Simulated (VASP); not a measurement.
**NaH: single point with r2SCAN**

Crystal: NaH.

```
Na H
1.0
     0.00000    2.44000    2.44000
     2.44000    0.00000    2.44000
     2.44000    2.44000    0.00000
Na H
1 1
Direct
  0.00000 0.00000 0.00000
  0.50000 0.50000 0.50000
```

| Property | Result |
| --- | --- |
| Program | VASP 6.6.1 |
| Task | single point |
| Functional | r2SCAN |
| Potentials or basis | VASP PAW PBE potentials, release 64 (Na_pv, H) |
| Cutoff | 520 eV |
| k mesh | 6 × 6 × 6 |
| Occupations | gaussian, width 0.1 eV |
| Spin | no spin polarisation |

```
Pressure               : -1.3 GPa
Band gap on the k mesh : 4.36 eV, indirect (least direct gap 5.14 eV)
```

Levels at points of the mesh, in eV from the valence-band top:
```
           k point  band 1  band 2  band 3  band 4  band 5  band 6  band 7  band 8  band 9
(0.00, 0.00, 0.00)  -22.91  -22.91  -22.91   -3.43   11.21   16.17   16.17   16.17   17.02
(0.50, 0.00, 0.00)  -22.99  -22.92  -22.92   -0.78    4.36   11.52   13.77   13.77   17.30
(0.50, 0.50, 0.00)  -22.98  -22.94  -22.94   -0.12    5.17   10.63   11.24   11.24   12.78
```

Wall time 29 s on 1 thread of AMD EPYC 7R43 64-Core Processor (Zen 3), on a shared host, peak memory 0.12 GiB.

Caveat: the PAW data sets were made with another functional, which shifts forces and pressure a little. r2SCAN opens gaps a little over a GGA but as a rule still falls short of measured ones.
